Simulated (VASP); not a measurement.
# MgS (P6_3/mmc) in VASP: further runs

The runs below take MgS through single point, with PBE, r2SCAN.

Program: VASP 6.6.1. These are calculated values, not measurements. Logs are shortened: lines on timing, memory, paths and dates and some standing lists are left out, and cuts for length are marked.

## Step 1: The cell of the first run

Symmetry: P6_3/mmc, No. 194, hexagonal system. The conventional cell has a = 3.584 Å, b = 3.584 Å, c = 6.043 Å, α = 90.00°, β = 90.00°, γ = 120.00°. Within 3.4 Å of Mg (site symmetry -3m) lie 6 S at 2.56 Å and 2 Mg at 3.02 Å. Within 3.4 Å of S (site symmetry -6m2) lie 6 Mg at 2.56 Å.

## Step 2: Single point, PBE (strain -1.7%)

File INCAR:

```
SYSTEM = MgS
  ALGO = Normal
  EDIFF = 1E-7
  ENCUT = 520
  GGA = PE
  ISIF = 2
  ISMEAR = -1
  LASPH = .True.
  LCHARG = .False.
  LREAL = .False.
  LWAVE = .False.
  NBANDS = 16
  NELM = 60
  PREC = Accurate
  SIGMA = 0.02
```

File KPOINTS:

```
k-points
0
Gamma
  12 12 4
  0 0 0
```

File POSCAR:

```
MgS
1.0
    3.5838269572      0.0000000000      0.0000000000
   -1.7919134786      3.1036851877      0.0000000000
    0.0000000000      0.0000000000      6.0434657763
Mg S
2 2
Direct
    0.0000000000      0.0000000000      0.0000000000
    0.0000000000      0.0000000000      0.5000000000
    0.3333333333      0.6666666667      0.2500000000
    0.6666666667      0.3333333333      0.7500000000
```

Potentials or basis: VASP PAW PBE potentials, release 64 (Mg, S).

The run is started by

```sh
cat potpaw_PBE.64/Mg/POTCAR potpaw_PBE.64/S/POTCAR > POTCAR
mpirun -np 1 vasp_std > vasp.out
```

OUTCAR:

```text
SYSTEM = MgS
   EDIFF = 1E-7
   ENCUT = 520
   GGA = PE
   ISIF = 2
   ISMEAR = -1
   LASPH = .True.
   LREAL = .False.
   NELM = 60
   PREC = Accurate

 ion  position               nearest neighbor table
   1  0.000  0.000  0.000-   3 2.56   4 2.56   3 2.56   4 2.56   4 2.56   3 2.56   2 3.02   2 3.02

   2  0.000  0.000  0.500-   3 2.56   4 2.56   3 2.56   4 2.56   4 2.56   3 2.56   1 3.02   1 3.02

   3  0.333  0.667  0.250-   1 2.56   2 2.56   1 2.56   2 2.56   1 2.56   2 2.56
   4  0.667  0.333  0.750-   1 2.56   2 2.56   1 2.56   2 2.56   1 2.56   2 2.56

  LATTYP: Found a hexagonal cell.
 ALAT       =     3.5838269572
 C/A-ratio  =     1.6863162894

  Lattice vectors:

 A1 = (   3.5838269572,   0.0000000000,   0.0000000000)
 A2 = (  -1.7919134786,   3.1036851877,   0.0000000000)
 A3 = (   0.0000000000,   0.0000000000,   6.0434657763)

Analysis of symmetry for initial positions (statically):
=====================================================================
 Subroutine PRICEL returns:
 Original cell was already a primitive cell.

 Routine SETGRP: Setting up the symmetry group for a
 hexagonal supercell.

 Subroutine GETGRP returns: Found 24 space group operations
 (whereof 12 operations were pure point group operations)
 out of a pool of 24 trial point group operations.

The static configuration has the point symmetry D_3d.
 The point group associated with its full space group is D_6h.

Analysis of symmetry for dynamics (positions and initial velocities):
=====================================================================
 Subroutine PRICEL returns:
 Original cell was already a primitive cell.

 Routine SETGRP: Setting up the symmetry group for a
 hexagonal supercell.

 Subroutine GETGRP returns: Found 24 space group operations
 (whereof 12 operations were pure point group operations)
 out of a pool of 24 trial point group operations.

The dynamic configuration has the point symmetry D_3d.
 The point group associated with its full space group is D_6h.

 Subroutine INISYM returns: Found 24 space group operations
 (whereof 12 operations are pure point group operations),
 and found     1 'primitive' translations

----------------------------------------------------------------------------------------

                                     Primitive cell

  volume of cell :      67.2219

  direct lattice vectors                    reciprocal lattice vectors
     3.583826957  0.000000000  0.000000000     0.279031329  0.161098813  0.000000000
    -1.791913479  3.103685188  0.000000000     0.000000000  0.322197626  0.000000000
     0.000000000  0.000000000  6.043465776     0.000000000  0.000000000  0.165467968

  length of vectors
     3.583826957  3.583826957  6.043465776     0.322197626  0.322197626  0.165467968

  position of ions in fractional coordinates (direct lattice)
     0.000000000  0.000000000  0.000000000
     0.000000000  0.000000000  0.500000000
     0.333333333  0.666666667  0.250000000
     0.666666667  0.333333333  0.750000000

  ion indices of the primitive-cell ions
   primitive index   ion index
                 1           1
                 2           2
                 3           3
                 4           4

----------------------------------------------------------------------------------------

 KPOINTS: k-points

Automatic generation of k-mesh.
 Grid dimensions read from file:
 generate k-points for:   12   12    4

 Generating k-lattice:

  Cartesian coordinates                     Fractional coordinates (reciprocal lattice)
     0.023252611  0.013424901  0.000000000     0.083333333  0.000000000  0.000000000
     0.000000000  0.026849802  0.000000000     0.000000000  0.083333333  0.000000000
     0.000000000  0.000000000  0.041366992     0.000000000  0.000000000  0.250000000

  Length of vectors
     0.026849802  0.026849802  0.041366992

  Shift w.r.t. Gamma in fractional coordinates (k-lattice)
     0.000000000  0.000000000  0.000000000

 Subroutine IBZKPT returns following result:
 ===========================================

 Found     57 irreducible k-points:

 Following reciprocal coordinates:
            Coordinates               Weight
  0.000000  0.000000  0.000000      1.000000
  0.083333  0.000000  0.000000      6.000000
  0.166667  0.000000  0.000000      6.000000
  0.250000  0.000000  0.000000      6.000000
  0.333333  0.000000  0.000000      6.000000
  0.416667  0.000000  0.000000      6.000000
[... 16 lines left out ...]
  0.250000  0.000000  0.250000     12.000000
  0.333333  0.000000  0.250000     12.000000
 [... further k-points ...]
   k-points           NKPTS =     57   k-points in BZ     NKDIM =     57   number of bands    NBANDS=     16
   number of dos      NEDOS =    301   number of ions     NIONS =      4
   total plane-waves  NPLWV =  37632
   dimension x,y,z NGX =    28 NGY =   28 NGZ =   48
   dimension x,y,z NGXF=    56 NGYF=   56 NGZF=   96
   ions per type =               2   2
   NGX,Y,Z   is equivalent  to a cutoff of  12.99, 12.99, 13.20 a.u.
   NGXF,Y,Z  is equivalent  to a cutoff of  25.98, 25.98, 26.41 a.u.
 SYSTEM =  MgS
   PREC   = accura    normal or accurate (medium, high low for compatibility)
   ISTART =      0    job   : 0-new  1-cont  2-samecut
   ICHARG =      2    charge: 1-file 2-atom 10-const
   ISPIN  =      1    spin polarized calculation?
   LNONCOLLINEAR =      F non collinear calculations
   LSORBIT =      F    spin-orbit coupling
   LASPH  =      T    aspherical Exc in radial PAW
   ENCUT  =  520.0 eV  38.22 Ry    6.18 a.u.   6.66  6.66 11.24*2*pi/ulx,y,z
   NELM   =     60;   NELMIN=  2; NELMDL= -5     # of ELM steps
   EDIFF  = 0.1E-06   stopping-criterion for ELM
   LREAL  =      F    real-space projection
   EDIFFG = 0.1E-05   stopping-criterion for IOM
   NSW    =      0    number of steps for IOM
   IBRION =     -1    ionic relax: 0-MD 1-quasi-New 2-CG
   NFREE  =      0    steps in history (QN), initial steepest desc. (CG)
   ISIF   =      2    stress and relaxation
   ISYM   =      2    0-nonsym 1-usesym 2-fastsym
   POTIM  = 0.5000    time-step for ionic-motion
   TEBEG  =    0.0;   TEEND  =   0.0 temperature during run
   PSTRESS=    0.0 pullay stress
   NELECT =      16.0000    total number of electrons
   NUPDOWN=      -1.0000    fix difference up-down
   EMIN   =  10.00;   EMAX   =-10.00  energy-range for DOS
   EFERMI =   0.00;   METHOD = LEGACY
   ISMEAR =    -1;   SIGMA  =   0.02  broadening in eV -4-tet -1-fermi 0-gaus
   EFERMI_NEDOS =   21; number of points for ismear=-14 and -15
   IALGO  =     38    algorithm
   IMIX   =      4    mixing-type and parameters
     AMIX     =   0.40;   BMIX     =  1.00
     AMIX_MAG =   1.60;   BMIX_MAG =  1.00
  volume/ion in A,a.u.               =      16.81       113.41
  Fermi-wavevector in a.u.,A,eV,Ry     =   1.014560  1.917241 14.004923  1.029333
  Thomas-Fermi vector in A             =   2.147795
   LORBIT       =      0    0 simple, 1 ext, 2 COOP (PROOUT), +10 PAW based schemes
   GGA     = PE    functional components
   LHFCALC =     F    Hartree Fock is set to
   AEXX    =    0.0000 exact exchange contribution
   IVDW    =     0    specifies the selected vdW correction
   LEPSILON=     F    determine dielectric tensor
   LRPA    =     F    only Hartree local field effects (RPA)
 non-spin polarized calculation
  energy-cutoff  :      520.00
  volume of cell :       67.22
 maximum number of plane-waves:      1840
 NGX is ok and might be reduce to    28
   NGX = 13   NGY = 13   NGZ = 23

 number of electron      16.0000000 magnetization

 Free energy of the ion-electron system (eV)
  ---------------------------------------------------
  ext. energy  EPLUGINS =         0.00000000
  ---------------------------------------------------
  free energy    TOTEN  =       -16.83139833 eV

  energy without entropy =      -16.83139833  energy(sigma->0) =      -16.83139833

 E-fermi :   4.5575     XC(G=0):  -9.8668

 val. band max:        4.1773780244   @ k =   0.0000   0.0000   0.0000
 cond. band min:       7.6655323457   @ k =   0.3333   0.3333   0.0000
 fundamental gap:      3.4881543213
 Fermi energy:         4.5575086016

 k-point     1 :       0.0000    0.0000    0.0000
  band No.  band energies     occupation
      1      -8.8174      2.00000
      2      -7.4906      2.00000
      3      -1.0438      2.00000
      4       3.6426      2.00000
      5       3.6426      2.00000
      6       3.9259      2.00000
[... 8 lines left out ...]
     15      12.7351      0.00000
     16      13.5290      0.00000

 k-point     2 :       0.0833    0.0000    0.0000
  band No.  band energies     occupation
      1      -8.7504      2.00000
      2      -7.4500      2.00000
      3      -0.9587      2.00000
      4       3.2165      2.00000
      5       3.5280      2.00000
      6       3.7460      2.00000
[... 8 lines left out ...]
     15      12.7537      0.00000
     16      13.0204      0.00000

 k-point     3 :       0.1667    0.0000    0.0000
  band No.  band energies     occupation
      1      -8.5559      2.00000
      2      -7.3380      2.00000
      3      -0.7074      2.00000
      4       2.2459      2.00000
      5       2.8552      2.00000
      6       3.2624      2.00000
[... 8 lines left out ...]
     15      12.9500      0.00000
     16      13.0435      0.00000

 k-point     4 :       0.2500    0.0000    0.0000
  band No.  band energies     occupation
      1      -8.2552      2.00000
      2      -7.1851      2.00000
      3      -0.3040      2.00000
      4       1.1681      2.00000
      5       1.9138      2.00000
      6       2.9632      2.00000
[... 8 lines left out ...]
     15      13.0724      0.00000
     16      14.0037      0.00000
[... 324 lines left out ...]
 k-point    22 :       0.1667    0.0000    0.2500
  band No.  band energies     occupation
      1      -8.4127      2.00000
      2      -7.5644      2.00000
      3      -0.1982      2.00000
      4       2.2198      2.00000
      5       2.5157      2.00000
      6       3.3618      2.00000
[... 8 lines left out ...]
     15      13.1887      0.00000
     16      13.2287      0.00000

 k-point    23 :       0.2500    0.0000    0.2500
  band No.  band energies     occupation
      1      -8.1252      2.00000
      2      -7.3766      2.00000
      3       0.0187      2.00000
      4       1.2991      2.00000
      5       1.7124      2.00000
      6       3.0745      2.00000
[... 8 lines left out ...]
     15      13.4232      0.00000
     16      14.0484      0.00000

 k-point    24 :       0.3333    0.0000    0.2500
  band No.  band energies     occupation
      1      -7.7823      2.00000
      2      -7.1878      2.00000
      3      -0.0891      2.00000
      4       0.5831      2.00000
      5       1.2701      2.00000
      6       2.8265      2.00000
[... 8 lines left out ...]
     15      14.3594      0.00000
     16      14.9106      0.00000

 [... further k-points ...]

------------------------ aborting loop because EDIFF is reached ----------------------------------------

  FORCE on cell =-STRESS in cart. coord.  units (eV):
  Direction    XX          YY          ZZ          XY          YZ          ZX
  --------------------------------------------------------------------------------------
  -------------------------------------------------------------------------------------
  Total        2.2102077      2.2102077      2.3307720      0.0000000     -0.0000000      0.0000000
  in kB       52.6784394     52.6784394     55.5519896      0.0000000     -0.0000000      0.0000000
  external PRESSURE =      53.6362895 kB  Pullay stress =       0.0000000 kB

 VOLUME and BASIS-vectors are now :
 -----------------------------------------------------------------------------
  energy-cutoff  :      520.00
  volume of cell :       67.22
      direct lattice vectors                 reciprocal lattice vectors
     3.583826957  0.000000000  0.000000000     0.279031329  0.161098813  0.000000000
    -1.791913479  3.103685188  0.000000000     0.000000000  0.322197626  0.000000000
     0.000000000  0.000000000  6.043465776     0.000000000  0.000000000  0.165467968

 POSITION                                       TOTAL-FORCE (eV/Angst)
 -----------------------------------------------------------------------------------
      0.00000      0.00000      0.00000        -0.000000      0.000000      0.000000
      0.00000      0.00000      3.02173        -0.000000      0.000000      0.000000
     -0.00000      2.06912      1.51087         0.000000     -0.000000      0.000000
      1.79191      1.03456      4.53260        -0.000000      0.000000     -0.000000
 -----------------------------------------------------------------------------------
    total drift:                                0.000000     -0.000000     -0.000000

  FREE ENERGIE OF THE ION-ELECTRON SYSTEM (eV)
  ---------------------------------------------------
  free  energy   TOTEN  =       -16.8313983260 eV

  energy  without entropy=      -16.8313983260  energy(sigma->0) =      -16.83139833
```

Wall time 38 s (1 thread of AMD EPYC 9R45 (Zen 5), shared host); peak memory 0.18 GiB.

What came out:

| Item | Value |
| --- | --- |
| Free energy | -16.8314 eV |
| Pressure | 5.4 GPa |
| Band gap on the k mesh | 3.49 eV, indirect (least direct gap 3.95 eV) |

Stress tensor (GPa, compression positive):
```
5.27 0.00 0.00
0.00 5.27 0.00
0.00 0.00 5.56
```

Caveat: the cell differs from its parent crystal (strain -1.7%). A k mesh can miss the band edges.

## Step 3: Single point, PBE (biaxial xy strain -1.4%)

File INCAR:

```
SYSTEM = MgS
PREC = Accurate
ENCUT = 520
EDIFF = 1E-6
ISMEAR = -1
SIGMA = 0.02
LREAL = .False.
LASPH = .True.
NELM = 80
ALGO = Normal
ISIF = 2
LWAVE = .False.
LCHARG = .False.
GGA = PE
NBANDS = 16
```

File KPOINTS:

```
regular mesh
0
Gamma
  12 12 4
  0 0 0
```

File POSCAR:

```
MgS
1.0
    3.5940341746      0.0000000000      0.0000000000
   -1.7970170873      3.1125248973      0.0000000000
    0.0000000000      0.0000000000      6.1473560943
Mg S
2 2
Direct
    0.0000000000      0.0000000000      0.0000000000
    0.0000000000      0.0000000000      0.5000000000
    0.3333333333      0.6666666667      0.2500000000
    0.6666666667      0.3333333333      0.7500000000
```

Potentials or basis: VASP PAW PBE potentials, release 64 (Mg, S).

The run is started by

```sh
cat potpaw_PBE.64/Mg/POTCAR potpaw_PBE.64/S/POTCAR > POTCAR
mpirun -np 1 vasp_std > vasp.out
```

Run time: 36 s. Hardware: 1 thread of AMD EPYC 9R45 (Zen 5), shared host; peak memory 0.18 GiB.

It converged, with:

```yaml
Free_energy: -16.8695 eV
Pressure: 3.2 GPa
Band_gap_on_the_k_mesh: 3.38 eV, indirect (least direct gap 3.70 eV)
```

Stress tensor (GPa, compression positive):
```
3.90 0.00 0.00
0.00 3.90 0.00
0.00 0.00 1.89
```

Levels at points of the mesh, in eV from the valence-band top:
```tsv
k point	band 6	band 7	band 8	band 9	band 10	band 11
(0.00, 0.00, 0.00)	-0.39	0.00	0.00	3.70	4.76	6.65
(0.50, 0.00, 0.00)	-1.85	-1.64	-0.67	4.03	4.35	4.94
(0.00, 0.00, 0.50)	-0.25	-0.25	-0.25	4.98	4.98	7.63
(0.50, 0.00, 0.50)	-1.67	-1.21	-1.21	3.95	3.95	5.21
```

Caveat: the cell differs from its parent crystal (biaxial xy strain -1.4%). A k mesh can miss the band edges.

## Step 4: Single point, r2SCAN (strain -1.7%)

File POSCAR:

```
MgS
1.0
    3.5838269572      0.0000000000      0.0000000000
   -1.7919134786      3.1036851877      0.0000000000
    0.0000000000      0.0000000000      6.0434657763
Mg S
2 2
Direct
    0.0000000000      0.0000000000      0.0000000000
    0.0000000000      0.0000000000      0.5000000000
    0.3333333333      0.6666666667      0.2500000000
    0.6666666667      0.3333333333      0.7500000000
```

File INCAR.step1:

```
SYSTEM = MgS
PREC = Accurate ; ENCUT = 520
ISMEAR = 0 ; SIGMA = 0.01
LREAL = .FALSE. ; LASPH = .TRUE.
NELM = 100 ; NBANDS = 16
GGA = PE ; ALGO = Normal
EDIFF = 1E-4 ; LWAVE = .TRUE.
LCHARG = .FALSE.
```

File INCAR.step2:

```
SYSTEM = MgS
PREC = Accurate ; ENCUT = 520
EDIFF = 1E-7 ; ISMEAR = 0
SIGMA = 0.01 ; LREAL = .FALSE.
LASPH = .TRUE. ; NELM = 100
ALGO = Normal ; ISIF = 2
LWAVE = .FALSE. ; LCHARG = .FALSE.
METAGGA = R2SCAN ; LMIXTAU = .TRUE.
NBANDS = 16 ; ISTART = 1
```

File KPOINTS:

```
regular mesh
0
G
  12 12 4
  0 0 0
```

The run is started by

```sh
cat potpaw_PBE.64/Mg/POTCAR potpaw_PBE.64/S/POTCAR > POTCAR
cp INCAR.step1 INCAR
mpirun -np 1 vasp_std > vasp.out
cp INCAR.step2 INCAR
mpirun -np 1 vasp_std > vasp.out
```

It took 3 min on 1 thread of AMD EPYC 9R45 (Zen 5), shared host; peak memory 0.2 GiB.

It converged, with:

```
Free energy            : -30.8607 eV
Pressure               : 4.0 GPa
Band gap on the k mesh : 4.13 eV, indirect (least direct gap 4.86 eV)
```

Stress tensor (GPa, compression positive):
```
3.94 0.00 0.00
0.00 3.94 0.00
0.00 0.00 4.13
```

Levels at points of the mesh, in eV from the valence-band top:
```
           k point  band 5  band 6  band 7  band 8  band 9  band 10  band 11  band 12
(0.00, 0.00, 0.00)   -0.56   -0.27    0.00    0.00    4.86     5.41     7.32     8.52
(0.50, 0.00, 0.00)   -3.11   -1.84   -1.74   -0.71    4.53     5.15     5.68     7.59
(0.00, 0.00, 0.50)   -0.29   -0.29   -0.29   -0.29    5.77     5.77     8.19     8.19
(0.50, 0.00, 0.50)   -1.67   -1.67   -1.28   -1.28    4.75     4.75     5.77     5.77
```

Caveat: the cell differs from its parent crystal (strain -1.7%); the PAW data sets were made with another functional, which shifts forces and pressure a little. A k mesh can miss the band edges.

[end of part 1 of 2]
